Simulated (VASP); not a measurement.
# MgS (Niningerite) (Fm-3m) in VASP: notebook, part 2 of 2

VASP 6.6.1. Earlier steps stand in the parts before.

## 4. Electric field gradients, PBE

This run uses another cell than the first one: it holds 16 atoms, not 2.

File INCAR:

```
SYSTEM = MgS
ALGO = Normal
EDIFF = 1E-8
ENCUT = 520
GGA = PE
ISIF = 2
ISMEAR = 0
LASPH = .True.
LCHARG = .False.
LEFG = .True.
LREAL = Auto
LWAVE = .False.
NBANDS = 46
NELM = 80
PREC = Accurate
SIGMA = 0.01
```

File KPOINTS:

```
k-points
0
Gamma
  3 3 3
  0 0 0
```

File POSCAR:

```
MgS
1.0
    0.0000000000      5.2033000000      5.2033000000
    5.2033000000      0.0000000000      5.2033000000
    5.2033000000      5.2033000000      0.0000000000
Mg S
8 8
Direct
    0.0000000000      0.0000000000      0.0000000000
    0.0000000000      0.0000000000      0.5000000000
    0.0000000000      0.5000000000      0.0000000000
    0.0000000000      0.5000000000      0.5000000000
    0.5000000000      0.0000000000      0.0000000000
    0.5000000000      0.0000000000      0.5000000000
    0.5000000000      0.5000000000      0.0000000000
    0.5000000000      0.5000000000      0.5000000000
    0.2500000000      0.2500000000      0.2500000000
    0.2500000000      0.2500000000      0.7500000000
    0.2500000000      0.7500000000      0.2500000000
    0.2500000000      0.7500000000      0.7500000000
    0.7500000000      0.2500000000      0.2500000000
    0.7500000000      0.2500000000      0.7500000000
    0.7500000000      0.7500000000      0.2500000000
    0.7500000000      0.7500000000      0.7500000000
```

Potentials or basis: VASP PAW PBE potentials, release 64 (Mg, S).

The run is started by

```console
> cat potpaw_PBE.64/Mg/POTCAR potpaw_PBE.64/S/POTCAR > POTCAR
> mpirun -np 1 vasp_std > vasp.out
```

OUTCAR:

```text
SYSTEM = MgS
   EDIFF = 1E-8
   ENCUT = 520
   GGA = PE
   ISIF = 2
   ISMEAR = 0
   LASPH = .True.
   LREAL = Auto
   NELM = 80
   PREC = Accurate

 ion  position               nearest neighbor table
   1  0.000  0.000  0.000-  10 2.60  11 2.60  12 2.60  13 2.60  14 2.60  15 2.60
   2  0.000  0.000  0.500-   9 2.60  11 2.60  12 2.60  13 2.60  14 2.60  16 2.60
   3  0.000  0.500  0.000-   9 2.60  10 2.60  12 2.60  13 2.60  15 2.60  16 2.60
   4  0.000  0.500  0.500-   9 2.60  10 2.60  11 2.60  14 2.60  15 2.60  16 2.60
   5  0.500  0.000  0.000-   9 2.60  10 2.60  11 2.60  14 2.60  15 2.60  16 2.60
   6  0.500  0.000  0.500-   9 2.60  10 2.60  12 2.60  13 2.60  15 2.60  16 2.60
[... 8 lines left out ...]
  15  0.750  0.750  0.250-   1 2.60   3 2.60   4 2.60   5 2.60   6 2.60   8 2.60
  16  0.750  0.750  0.750-   2 2.60   3 2.60   4 2.60   5 2.60   6 2.60   7 2.60
[... 6 lines left out ...]
 A1 = (   0.0000000000,   5.2033000000,   5.2033000000)
 A2 = (   5.2033000000,   0.0000000000,   5.2033000000)
 A3 = (   5.2033000000,   5.2033000000,   0.0000000000)

Analysis of symmetry for initial positions (statically):
=====================================================================
 Subroutine PRICEL returns following result:

  LATTYP: Found a face centered cubic cell.
 ALAT       =     5.2033000000

  Lattice vectors:

 A1 = (   0.0000000000,   2.6016500000,   2.6016500000)
 A2 = (   2.6016500000,   0.0000000000,   2.6016500000)
 A3 = (   2.6016500000,   2.6016500000,   0.0000000000)

   8 primitive cells build up your supercell.

 Routine SETGRP: Setting up the symmetry group for a
 face centered cubic supercell.

 Subroutine GETGRP returns: Found 48 space group operations
 (whereof 48 operations were pure point group operations)
 out of a pool of 48 trial point group operations.

The static configuration has the point symmetry O_h .

Analysis of symmetry for dynamics (positions and initial velocities):
=====================================================================
 Subroutine PRICEL returns following result:

  LATTYP: Found a face centered cubic cell.
 ALAT       =     5.2033000000

  Lattice vectors:

 A1 = (   0.0000000000,   2.6016500000,   2.6016500000)
 A2 = (   2.6016500000,   0.0000000000,   2.6016500000)
 A3 = (   2.6016500000,   2.6016500000,   0.0000000000)

   8 primitive cells build up your supercell.

 Routine SETGRP: Setting up the symmetry group for a
 face centered cubic supercell.

 Subroutine GETGRP returns: Found 48 space group operations
 (whereof 48 operations were pure point group operations)
 out of a pool of 48 trial point group operations.

The dynamic configuration has the point symmetry O_h .

 Subroutine INISYM returns: Found 48 space group operations
 (whereof 48 operations are pure point group operations),
 and found     8 'primitive' translations

----------------------------------------------------------------------------------------

                                     Primitive cell

  volume of cell :      35.2190

  direct lattice vectors                    reciprocal lattice vectors
[... 98 lines left out ...]
 Gauss-broadening in eV      SIGMA  =   0.01
  energy-cutoff  :      520.00
  volume of cell :      281.75
 maximum number of plane-waves:      7631
   NGX = 27   NGY = 27   NGZ = 27

 number of electron      63.9999998 magnetization

 Free energy of the ion-electron system (eV)
  ---------------------------------------------------
  ext. energy  EPLUGINS =         0.00000000
  ---------------------------------------------------
  free energy    TOTEN  =       -67.99708071 eV

  energy without entropy =      -67.99708071  energy(sigma->0) =      -67.99708071

 E-fermi :   3.8073     XC(G=0):  -9.6875

 val. band max:        3.7274861063   @ k =   0.0000   0.0000   0.0000
 cond. band min:       6.5008065574   @ k =   0.0000   0.0000   0.0000
 fundamental gap:      2.7733204511
 Fermi energy:         3.8072721621

 k-point     1 :       0.0000    0.0000    0.0000
  band No.  band energies     occupation
      1      -8.9397      2.00000
      2      -7.6340      2.00000
      3      -7.6340      2.00000
      4      -7.6340      2.00000
      5      -7.6340      2.00000
      6      -7.2628      2.00000
[... 177 lines left out ...]
     43      10.3498      0.00000
     44      10.3498      0.00000
 [bands above 44 left out]

------------------------ aborting loop because EDIFF is reached ----------------------------------------

  FORCE on cell =-STRESS in cart. coord.  units (eV):
  Direction    XX          YY          ZZ          XY          YZ          ZX
  --------------------------------------------------------------------------------------
  -------------------------------------------------------------------------------------
  Total        1.5098759      1.5098759      1.5098759     -0.0000000     -0.0000000      0.0000000
  in kB        8.5858885      8.5858885      8.5858885     -0.0000000     -0.0000000      0.0000000
  external PRESSURE =       8.5858885 kB  Pullay stress =       0.0000000 kB

 VOLUME and BASIS-vectors are now :
 -----------------------------------------------------------------------------
  energy-cutoff  :      520.00
  volume of cell :      281.75
      direct lattice vectors                 reciprocal lattice vectors
     0.000000000  5.203300000  5.203300000    -0.096092864  0.096092864  0.096092864
     5.203300000  0.000000000  5.203300000     0.096092864 -0.096092864  0.096092864
     5.203300000  5.203300000  0.000000000     0.096092864  0.096092864 -0.096092864

 POSITION                                       TOTAL-FORCE (eV/Angst)
 -----------------------------------------------------------------------------------
      0.00000      0.00000      0.00000         0.000000     -0.000000      0.000000
      2.60165      2.60165      0.00000        -0.000000     -0.000000      0.000000
      2.60165      0.00000      2.60165         0.000000     -0.000000      0.000000
      5.20330      2.60165      2.60165        -0.000000     -0.000000      0.000000
      0.00000      2.60165      2.60165        -0.000000     -0.000000      0.000000
      2.60165      5.20330      2.60165        -0.000000     -0.000000      0.000000
[... 8 lines left out ...]
      5.20330      5.20330      7.80495        -0.000000      0.000000     -0.000000
      7.80495      7.80495      7.80495         0.000000      0.000000      0.000000
 -----------------------------------------------------------------------------------
    total drift:                               -0.000000     -0.000000     -0.000000

  FREE ENERGIE OF THE ION-ELECTRON SYSTEM (eV)
  ---------------------------------------------------
  free  energy   TOTEN  =       -67.9970807092 eV

  energy  without entropy=      -67.9970807092  energy(sigma->0) =      -67.99708071

 Electric field gradients (V/A^2)
---------------------------------------------------------------------
 ion       V_xx      V_yy      V_zz      V_xy      V_xz      V_yz
---------------------------------------------------------------------
   1      -0.000    -0.000    -0.000     0.000     0.000     0.000
   2      -0.000    -0.000    -0.000     0.000     0.000     0.000
   3      -0.000    -0.000    -0.000     0.000     0.000     0.000
   4      -0.000    -0.000    -0.000     0.000     0.000     0.000
   5       0.000    -0.000    -0.000     0.000     0.000     0.000
   6      -0.000    -0.000    -0.000     0.000     0.000     0.000
[... 8 lines left out ...]
  15      -0.000    -0.000    -0.000    -0.000    -0.000    -0.000
  16      -0.000    -0.000    -0.000    -0.000    -0.000    -0.000
---------------------------------------------------------------------

 Electric field gradients after diagonalization (V/A^2)
 (convention: |V_zz| > |V_xx| > |V_yy|)
----------------------------------------------------------------------
 ion       V_xx      V_yy      V_zz     asymmetry (V_yy - V_xx)/ V_zz
----------------------------------------------------------------------
   1      -0.000    -0.000     0.000       0.000
   2      -0.000    -0.000     0.000       0.000
   3      -0.000    -0.000     0.000       0.000
   4      -0.000    -0.000     0.000       0.000
   5      -0.000    -0.000     0.000       0.000
   6      -0.000    -0.000     0.000       0.000
[... 8 lines left out ...]
  15       0.000     0.000    -0.001       0.000
  16       0.000     0.000    -0.001       0.000
----------------------------------------------------------------------

           NMR quadrupolar parameters

 Cq : quadrupolar parameter    Cq=e*Q*V_zz/h
 eta: asymmetry parameters     (V_yy - V_xx)/ V_zz
 Q  : nuclear electric quadrupole moment in mb (millibarn)
----------------------------------------------------------------------
 ion       Cq(MHz)       eta       Q (mb)
----------------------------------------------------------------------
   1       0.000       0.000       1.000
   2       0.000       0.000       1.000
   3       0.000       0.000       1.000
   4       0.000       0.000       1.000
   5       0.000       0.000       1.000
   6       0.000       0.000       1.000
[... 8 lines left out ...]
  15      -0.000       0.000       1.000
  16      -0.000       0.000       1.000
----------------------------------------------------------------------
```

Run time: 2 min. Hardware: 1 thread of Intel Xeon 6975P-C (Granite Rapids), shared host; peak memory 0.38 GiB.

Results:

```
Free energy            : -67.9971 eV
Pressure               : 0.9 GPa
Band gap on the k mesh : 2.77 eV
```

Caveat: without QUAD_EFG the Cq values of the log hold for a quadrupole moment of 1 mb, not for the nuclei.

## 5. Overview

```csv
cell,k mesh,smearing,gap on the mesh (eV),pressure (GPa)
"a = 3.679 Å, angles 60.0°, 2 atoms",9 × 9 × 9,fermi-dirac 0.1 eV,2.91,0.9
"a = 3.679 Å, angles 60.0°, 2 atoms",9 × 9 × 9,fermi-dirac 0.02 eV,2.91,0.9
"a = 7.359 Å, angles 60.0°, 16 atoms",3 × 3 × 3,gaussian 0.01 eV,2.77,0.9
```

Alike in all rows: task electric field gradients; level PBE; potentials or basis VASP PAW PBE potentials, release 64 (Mg, S); no spin polarisation; cutoff (eV) 520.

Total energies depend on the potentials used, so only differences within one code and one set of settings carry meaning.
